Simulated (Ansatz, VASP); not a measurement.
## HC: VASP beside Ansatz

INCAR

```
SYSTEM = HC
ALGO = Normal
DIPOL = 0.5 0.5 0.620
EDIFF = 1E-7
ENCUT = 520
GGA = PE
IDIPOL = 3
ISIF = 2
ISMEAR = 0
IVDW = 12
LASPH = .TRUE.
LCHARG = .FALSE.
LDIPOL = .TRUE.
LREAL = .FALSE.
LWAVE = .FALSE.
NBANDS = 13
NELM = 60
PREC = Accurate
SIGMA = 0.1
```

KPOINTS

```
k-points
0
G
  4 4 1
  0 0 0
```

Contents of POSCAR:

```
HC
1.0
    5.7729299510      0.0000000000      0.0000000000
   -2.8864649755      4.9995039918      0.0000000000
    0.0000000000      0.0000000000     27.0227234730
C H
2 2
Direct
   -0.1590256972     -0.3167667181      0.6035781718
   -0.0146822421     -0.0290396634      0.6023216563
   -0.2137999195     -0.4266998793      0.6390524753
    0.0432680050      0.0899481774      0.6368508963
```

Input for Ansatz:

```yaml
crystal:
  lattice:
    - [5.7729299511, 0.0, 0.0]
    - [-2.8864649755, 4.9995039919, 0.0]
    - [0.0, 0.0, 27.0227234734]
  atoms:
    - { symbol: C, position: [-0.1590172629, -0.3167604827, 0.6035783783] }
    - { symbol: C, position: [-0.0146743322, -0.0290336074, 0.6023217228] }
    - { symbol: H, position: [-0.2137895268, -0.4266917894, 0.6390528331] }
    - { symbol: H, position: [0.0432750719, 0.0899532342, 0.6368509181] }
basis:
  ecutwfc: 420
kpoints:
  mp_grid: { grid: [4, 4, 1] }
hamiltonian:
  xc: pbe
  dispersion: d3bj
scf:
  occupations: { method: gaussian, width: 0.1 }
output:
  forces: true
  eigenvalues: true
  write_density: true
  volumetric_format: npy
efield:
  axis: 3
  dipole_correction: true
  ramp_width: 0.04
```

Alike in both runs: task single point; functional PBE; dispersion D3(BJ); k mesh 4 × 4 × 1; occupations gaussian, width 0.1 eV; no spin polarisation.

|  | VASP | Ansatz |
| --- | --- | --- |
| version | VASP 6.6.1 | Ansatz 0.2.0 |
| potentials or method | VASP PAW PBE potentials, release 64 (C, H), cutoff 520 eV | scalar-relativistic, plane waves, PAW |
| valence electrons in the cell | 10 | 10 |

|  | VASP | Ansatz | Ansatz less VASP |
| --- | --- | --- | --- |
| gap on the k mesh at the Fermi level (eV) | 1.70 | 1.69 | -0.008 |
| rms of the force components (eV/Å) | 4.559 | 4.578 | +0.0194 |

Atom by atom the forces differ by 0.021 eV/Å (rms over components).
